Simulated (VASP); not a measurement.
Here is a VASP 6.6.1 calculation.

File INCAR:

```
SYSTEM = Ca2SeO
  PREC = Accurate
  ENCUT = 520
  EDIFF = 1E-7
  ISMEAR = 0
  SIGMA = 0.01
  LREAL = .False.
  LASPH = .True.
  NELM = 60
  ALGO = Normal
  ISIF = 2
  LWAVE = .False.
  LCHARG = .True.
  GGA = PE
  LELF = .True.
  LVHAR = .True.
  NBANDS = 24
```

The input KPOINTS:

```
Automatic mesh
0
Gamma
  6 6 6
  0 0 0
```

Contents of POSCAR:

```
Ca2SeO
1.0
    3.8828618413      0.0000000000      0.0000000000
    0.0000000000      3.8828618413      0.0000000000
    0.0000000000      0.0000000000      5.4944501859
O Ca Se
1 2 1
Direct
    0.0000000000      0.0000000000      0.0000000000
    0.0000000000      0.0000000000      0.5000000000
    0.5000000000      0.5000000000      0.0000000000
    0.5000000000      0.5000000000      0.5000000000
```

Potentials or basis: VASP PAW PBE potentials, release 64 (O, Ca_sv, Se).

Launch:

```bash
$ cat potpaw_PBE.64/O/POTCAR potpaw_PBE.64/Ca_sv/POTCAR potpaw_PBE.64/Se/POTCAR > POTCAR
$ mpirun -np 1 vasp_std > vasp.out
```

Problem. Predict the band gap on the k mesh.

Solution. 2.05 eV, direct.

Problem. Predict the pressure.

Solution. 1.3 GPa.

A k mesh can miss the band edges. PBE gaps usually lie below the measured ones, often by a third to a half.
